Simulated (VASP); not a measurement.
# Rb (P6_3/mmc) in VASP: single point with PBE

Aim: the single point of Rb with PBE.

Everything below comes from runs of VASP 6.6.1. Logs are shortened: lines on timing, memory, paths and dates and some standing lists are left out, and cuts for length are marked.

## (1) The cell of the first run

It takes space group P6_3/mmc (No. 194, hexagonal). Conventional cell: a = 5.088 Å, b = 5.088 Å, c = 8.442 Å, α = 90.00°, β = 90.00°, γ = 120.00°.

## (2) Single point, PBE

INCAR

```
PREC = Accurate ; ENCUT = 520
EDIFF = 1E-6 ; ISMEAR = 0
SIGMA = 0.05 ; LREAL = False
LASPH = True ; NELM = 80
ALGO = Normal ; ISIF = 2
LWAVE = False ; LCHARG = False
GGA = PE ; NBANDS = 16
```

KPOINTS

```
Automatic mesh
0
Gamma
  9 9 4
```

POSCAR

```
Rb
1.0
    5.0882069760      0.0000000000      0.0000000000
   -2.5441034880      4.4065165009      0.0000000000
    0.0000000000      0.0000000000      8.4420579800
Rb
2
Direct
    0.3333333300      0.6666666700      0.2500000000
    0.6666666700      0.3333333300      0.7500000000
```

Potentials or basis: VASP PAW PBE potentials, release 64 (Rb_sv).

Command:

```bash
> cat potpaw_PBE.64/Rb_sv/POTCAR > POTCAR
> mpirun -np 1 vasp_std > vasp.out
```

OUTCAR:

```text
PREC = Accurate
   ENCUT = 520
   EDIFF = 1E-6
   ISMEAR = 0
   LREAL = False
   LASPH = True
   NELM = 80
   ISIF = 2
   GGA = PE

 ion  position               nearest neighbor table
   1  0.333  0.667  0.250-   2 5.14   2 5.14   2 5.14   2 5.14   2 5.14   2 5.14
   2  0.667  0.333  0.750-   1 5.14   1 5.14   1 5.14   1 5.14   1 5.14   1 5.14

  LATTYP: Found a hexagonal cell.
 ALAT       =     5.0882069760
 C/A-ratio  =     1.6591420160

  Lattice vectors:

 A1 = (   5.0882069760,   0.0000000000,   0.0000000000)
 A2 = (  -2.5441034880,   4.4065165009,   0.0000000000)
 A3 = (   0.0000000000,   0.0000000000,   8.4420579800)

Analysis of symmetry for initial positions (statically):
=====================================================================
 Subroutine PRICEL returns:
 Original cell was already a primitive cell.

 Routine SETGRP: Setting up the symmetry group for a
 hexagonal supercell.

 Subroutine GETGRP returns: Found 24 space group operations
 (whereof 12 operations were pure point group operations)
 out of a pool of 24 trial point group operations.

The static configuration has the point symmetry D_3d.
 The point group associated with its full space group is D_6h.

Analysis of symmetry for dynamics (positions and initial velocities):
=====================================================================
 Subroutine PRICEL returns:
 Original cell was already a primitive cell.

 Routine SETGRP: Setting up the symmetry group for a
 hexagonal supercell.

 Subroutine GETGRP returns: Found 24 space group operations
 (whereof 12 operations were pure point group operations)
 out of a pool of 24 trial point group operations.

The dynamic configuration has the point symmetry D_3d.
 The point group associated with its full space group is D_6h.

 Subroutine INISYM returns: Found 24 space group operations
 (whereof 12 operations are pure point group operations),
 and found     1 'primitive' translations

----------------------------------------------------------------------------------------

                                     Primitive cell

  volume of cell :     189.2816

  direct lattice vectors                    reciprocal lattice vectors
     5.088206976  0.000000000  0.000000000     0.196532886  0.113468314  0.000000000
    -2.544103488  4.406516501  0.000000000     0.000000000  0.226936629  0.000000000
     0.000000000  0.000000000  8.442057980     0.000000000  0.000000000  0.118454529

  length of vectors
     5.088206976  5.088206976  8.442057980     0.226936629  0.226936629  0.118454529

  position of ions in fractional coordinates (direct lattice)
     0.333333330  0.666666670  0.250000000
     0.666666670  0.333333330  0.750000000

  ion indices of the primitive-cell ions
   primitive index   ion index
                 1           1
                 2           2

----------------------------------------------------------------------------------------

 KPOINTS: Automatic mesh

Automatic generation of k-mesh.
 Grid dimensions read from file:
 generate k-points for:    9    9    4

 Generating k-lattice:

  Cartesian coordinates                     Fractional coordinates (reciprocal lattice)
     0.021836987  0.012607590  0.000000000     0.111111111 -0.000000000  0.000000000
     0.000000000  0.025215181  0.000000000     0.000000000  0.111111111  0.000000000
     0.000000000  0.000000000  0.029613632     0.000000000  0.000000000  0.250000000

  Length of vectors
     0.025215181  0.025215181  0.029613632

  Shift w.r.t. Gamma in fractional coordinates (k-lattice)
     0.000000000  0.000000000  0.000000000

 Subroutine IBZKPT returns following result:
 ===========================================

 Found     36 irreducible k-points:

 Following reciprocal coordinates:
            Coordinates               Weight
  0.000000  0.000000  0.000000      1.000000
  0.111111  0.000000  0.000000      6.000000
  0.222222  0.000000  0.000000      6.000000
  0.333333  0.000000  0.000000      6.000000
  0.444444  0.000000  0.000000      6.000000
  0.111111  0.111111  0.000000      6.000000
[... 16 lines left out ...]
  0.333333  0.222222  0.250000     24.000000
  0.333333  0.333333  0.250000      4.000000
 [... further k-points ...]
   k-points           NKPTS =     36   k-points in BZ     NKDIM =     36   number of bands    NBANDS=     16
   number of dos      NEDOS =    301   number of ions     NIONS =      2
   total plane-waves  NPLWV = 102400
   dimension x,y,z NGX =    40 NGY =   40 NGZ =   64
   dimension x,y,z NGXF=    80 NGYF=   80 NGZF=  128
   ions per type =               2
   NGX,Y,Z   is equivalent  to a cutoff of  13.07, 13.07, 12.60 a.u.
   NGXF,Y,Z  is equivalent  to a cutoff of  26.14, 26.14, 25.21 a.u.
 SYSTEM =  unknown system
   PREC   = accura    normal or accurate (medium, high low for compatibility)
   ISTART =      0    job   : 0-new  1-cont  2-samecut
   ICHARG =      2    charge: 1-file 2-atom 10-const
   ISPIN  =      1    spin polarized calculation?
   LNONCOLLINEAR =      F non collinear calculations
   LSORBIT =      F    spin-orbit coupling
   LASPH  =      T    aspherical Exc in radial PAW
   ENCUT  =  520.0 eV  38.22 Ry    6.18 a.u.   9.46  9.46 15.70*2*pi/ulx,y,z
   NELM   =     80;   NELMIN=  2; NELMDL= -5     # of ELM steps
   EDIFF  = 0.1E-05   stopping-criterion for ELM
   LREAL  =      F    real-space projection
   EDIFFG = 0.1E-04   stopping-criterion for IOM
   NSW    =      0    number of steps for IOM
   IBRION =     -1    ionic relax: 0-MD 1-quasi-New 2-CG
   NFREE  =      0    steps in history (QN), initial steepest desc. (CG)
   ISIF   =      2    stress and relaxation
   ISYM   =      2    0-nonsym 1-usesym 2-fastsym
   POTIM  = 0.5000    time-step for ionic-motion
   TEBEG  =    0.0;   TEEND  =   0.0 temperature during run
   PSTRESS=    0.0 pullay stress
   NELECT =      18.0000    total number of electrons
   NUPDOWN=      -1.0000    fix difference up-down
   EMIN   =  10.00;   EMAX   =-10.00  energy-range for DOS
   EFERMI =   0.00;   METHOD = LEGACY
   ISMEAR =     0;   SIGMA  =   0.05  broadening in eV -4-tet -1-fermi 0-gaus
   EFERMI_NEDOS =   21; number of points for ismear=-14 and -15
   IALGO  =     38    algorithm
   IMIX   =      4    mixing-type and parameters
     AMIX     =   0.40;   BMIX     =  1.00
     AMIX_MAG =   1.60;   BMIX_MAG =  1.00
  volume/ion in A,a.u.               =      94.64       638.67
  Fermi-wavevector in a.u.,A,eV,Ry     =   0.747245  1.412088  7.597148  0.558375
  Thomas-Fermi vector in A             =   1.843255
   LORBIT       =      0    0 simple, 1 ext, 2 COOP (PROOUT), +10 PAW based schemes
   GGA     = PE    functional components
   LHFCALC =     F    Hartree Fock is set to
   AEXX    =    0.0000 exact exchange contribution
   IVDW    =     0    specifies the selected vdW correction
   LEPSILON=     F    determine dielectric tensor
   LRPA    =     F    only Hartree local field effects (RPA)
 non-spin polarized calculation
 Gauss-broadening in eV      SIGMA  =   0.05
  energy-cutoff  :      520.00
  volume of cell :      189.28
 maximum number of plane-waves:      5143
 NGX is ok and might be reduce to    40
   NGX = 19   NGY = 19   NGZ = 31

 number of electron      18.0000000 magnetization

 Free energy of the ion-electron system (eV)
  ---------------------------------------------------
  ext. energy  EPLUGINS =         0.00000000
  ---------------------------------------------------
  free energy    TOTEN  =        -1.87376424 eV

  energy without entropy =       -1.87128473  energy(sigma->0) =       -1.87252448

 E-fermi :  -0.0423     XC(G=0):  -5.3720

 val. band max:       -0.0569401721   @ k =   0.3333   0.1111   0.5000
 cond. band min:       0.0062807903   @ k =   0.3333   0.2222   0.0000
 fundamental gap:      0.0632209624
 Fermi energy:        -0.0423200905

 k-point     1 :       0.0000    0.0000    0.0000
  band No.  band energies     occupation
      1     -28.9931      2.00000
      2     -28.9903      2.00000
      3     -13.1185      2.00000
      4     -13.0502      2.00000
      5     -13.0502      2.00000
      6     -13.0400      2.00000
[... 8 lines left out ...]
     15       3.7661      0.00000
     16       3.7661      0.00000

 k-point     2 :       0.1111    0.0000    0.0000
  band No.  band energies     occupation
      1     -28.9928      2.00000
      2     -28.9901      2.00000
      3     -13.1154      2.00000
      4     -13.0579      2.00000
      5     -13.0526      2.00000
      6     -13.0477      2.00000
[... 8 lines left out ...]
     15       3.6201      0.00000
     16       3.8921      0.00000

 k-point     3 :       0.2222    0.0000    0.0000
  band No.  band energies     occupation
      1     -28.9919      2.00000
      2     -28.9896      2.00000
      3     -13.1067      2.00000
      4     -13.0774      2.00000
      5     -13.0674      2.00000
      6     -13.0584      2.00000
[... 8 lines left out ...]
     15       3.6963      0.00000
     16       3.7417      0.00000

 k-point     4 :       0.3333    0.0000    0.0000
  band No.  band energies     occupation
      1     -28.9908      2.00000
      2     -28.9892      2.00000
      3     -13.0998      2.00000
      4     -13.0950      2.00000
      5     -13.0891      2.00000
      6     -13.0648      2.00000
[... 8 lines left out ...]
     15       3.4768      0.00000
     16       4.0181      0.00000
[... 324 lines left out ...]
 k-point    22 :       0.2222    0.2222    0.2500
  band No.  band energies     occupation
      1     -28.9901      2.00000
      2     -28.9892      2.00000
      3     -13.1042      2.00000
      4     -13.1006      2.00000
      5     -13.0758      2.00000
      6     -13.0739      2.00000
[... 8 lines left out ...]
     15       2.5492      0.00000
     16       4.0237      0.00000

 k-point    23 :       0.3333    0.2222    0.2500
  band No.  band energies     occupation
      1     -28.9895      2.00000
      2     -28.9891      2.00000
      3     -13.1090      2.00000
      4     -13.1032      2.00000
      5     -13.0850      2.00000
      6     -13.0742      2.00000
[... 8 lines left out ...]
     15       2.7495      0.00000
     16       3.6868      0.00000

 k-point    24 :       0.3333    0.3333    0.2500
  band No.  band energies     occupation
      1     -28.9892      2.00000
      2     -28.9892      2.00000
      3     -13.0991      2.00000
      4     -13.0991      2.00000
      5     -13.0986      2.00000
      6     -13.0828      2.00000
[... 8 lines left out ...]
     15       2.9137      0.00000
     16       3.8303      0.00000

 [... further k-points ...]
[... 5 lines left out ...]
  --------------------------------------------------------------------------------------
  -------------------------------------------------------------------------------------
  Total       -0.0954292     -0.0954292     -0.1432336     -0.0000000      0.0000000      0.0000000
  in kB       -0.8077618     -0.8077618     -1.2124032     -0.0000000      0.0000000      0.0000000
  external PRESSURE =      -0.9426423 kB  Pullay stress =       0.0000000 kB

 VOLUME and BASIS-vectors are now :
 -----------------------------------------------------------------------------
  energy-cutoff  :      520.00
  volume of cell :      189.28
      direct lattice vectors                 reciprocal lattice vectors
     5.088206976  0.000000000  0.000000000     0.196532886  0.113468314  0.000000000
    -2.544103488  4.406516501  0.000000000     0.000000000  0.226936629  0.000000000
     0.000000000  0.000000000  8.442057980     0.000000000  0.000000000  0.118454529

 POSITION                                       TOTAL-FORCE (eV/Angst)
 -----------------------------------------------------------------------------------
     -0.00000      2.93768      2.11051        -0.000000     -0.000000      0.000000
      2.54410      1.46884      6.33154         0.000000      0.000000      0.000000
 -----------------------------------------------------------------------------------
    total drift:                               -0.000005      0.000003     -0.000000

  FREE ENERGIE OF THE ION-ELECTRON SYSTEM (eV)
  ---------------------------------------------------
  free  energy   TOTEN  =        -1.8737642384 eV

  energy  without entropy=       -1.8712847282  energy(sigma->0) =       -1.87252448
```

Run time: 1.9 min. Hardware: 1 thread of AMD EPYC 7R43 (Zen 3), shared host; peak memory 0.29 GiB.

Results:

```
Free energy            : -1.8738 eV
Pressure               : -0.1 GPa
Band gap on the k mesh : zero (band 9 reaches 0.99 eV, above the bottom of band 10 at -1.36 eV)
```
